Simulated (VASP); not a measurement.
A run of VASP 6.6.1 is set up as follows.

POSCAR

```
BaZrO3
1.0
    4.3315155616      0.0000000000      0.0000000000
    0.0000000000      4.3315155616      0.0000000000
    0.0000000000      0.0000000000      4.3315155616
Ba Zr O
1 1 3
Direct
    0.0000000000      0.0000000000      0.0000000000
    0.5000000000      0.5000000000      0.5000000000
    0.5000000000      0.5000000000      0.0000000000
    0.5000000000      0.0000000000      0.5000000000
    0.0000000000      0.5000000000      0.5000000000
```

INCAR.step1

```
SYSTEM = BaZrO3
ALGO = Normal
EDIFF = 1E-4
ENCUT = 520
GGA = PE
GGA_COMPAT = .False.
ISMEAR = 0
LASPH = .True.
LCHARG = .False.
LMAXMIX = 4
LREAL = .False.
LSORBIT = .True.
LWAVE = .True.
MAGMOM = 0 0 0 0 0 0 0 0 0 0 0 0 0 0 0
NBANDS = 55
NELM = 150
PREC = Accurate
SIGMA = 0.01
```

Contents of INCAR.step2:

```
SYSTEM = BaZrO3
ALGO = Normal
EDIFF = 1E-7
ENCUT = 520
GGA_COMPAT = .False.
ISIF = 2
ISMEAR = 0
ISTART = 1
LASPH = .True.
LCHARG = .False.
LMAXMIX = 4
LMIXTAU = .True.
LORBIT = 11
LORBMOM = .True.
LREAL = .False.
LSORBIT = .True.
LWAVE = .False.
MAGMOM = 0 0 0 0 0 0 0 0 0 0 0 0 0 0 0
METAGGA = R2SCAN
NBANDS = 55
NELM = 150
PREC = Accurate
SIGMA = 0.01
```

File KPOINTS:

```
k-points
0
Gamma
  6 6 6
  0 0 0
```

Potentials or basis: VASP PAW PBE potentials, release 64 (Ba_sv, Zr_sv, O).

The run is started by

```sh
$ cat potpaw_PBE.64/Ba_sv/POTCAR potpaw_PBE.64/Zr_sv/POTCAR potpaw_PBE.64/O/POTCAR > POTCAR
$ cp INCAR.step1 INCAR
$ mpirun -np 1 vasp_ncl > vasp.out
$ cp INCAR.step2 INCAR
$ mpirun -np 1 vasp_ncl > vasp.out
```

Predict the pressure.

-11.2 GPa.

Predict the net moment.

0.00 μB per cell.

Moments on the atoms (μB; x, y, z):
```
Ba  0.00 0.00 0.00
Zr  0.00 0.00 0.00
O   0.00 0.00 0.00
O   0.00 0.00 0.00
O   0.00 0.00 0.00
```

Caveat: the cell differs from its parent crystal (strain +3.0%); the cell stands under tension; the PAW data sets were made with another functional, which shifts forces and pressure a little.
